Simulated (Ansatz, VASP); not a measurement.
**Two plane-wave programs on Cr**

```
Cr
1.0
    -2.22063    2.22063    1.22450
     2.22063   -2.22063    1.22450
     2.22063    2.22063   -1.22450
Cr
2
Cartesian
  0.0000 0.0000 0.0000
  0.0000 2.2206 0.6122
```

Alike in both runs: functional r2SCAN; k mesh 8 × 8 × 8; occupations gaussian, width 0.1 eV; no spin polarisation.

Ansatz relaxed the structure, and its values are those at the end. VASP's run is a single point on that final structure, the one shown.

|  | VASP | Ansatz |
| --- | --- | --- |
| version | VASP 6.6.1 | Ansatz 0.2.0 |
| potentials or method | VASP PAW PBE potentials, release 64 (Cr_pv), cutoff 520 eV | scalar-relativistic, plane waves, PAW |
| valence electrons in the cell | 24 | 28 |

Ansatz gave:

- gap on the k mesh at the Fermi level (eV): none
- pressure (GPa): 0.0

Question: What did VASP give for the same quantities?

Answer: gap on the k mesh at the Fermi level (eV): none; pressure (GPa): 0.9.

VASP's potentials were made for PBE, not for r2SCAN. A gap of «none» marks a metal or a gap that the smearing closes. The functional is the same, so the differences come from potentials, cutoffs and numerics. VASP's potentials hold 24 valence electrons a cell and Ansatz's 28, so a difference there can come from the potentials and not from the codes.

The k mesh is coarse, so the values compare programs but aren't converged.
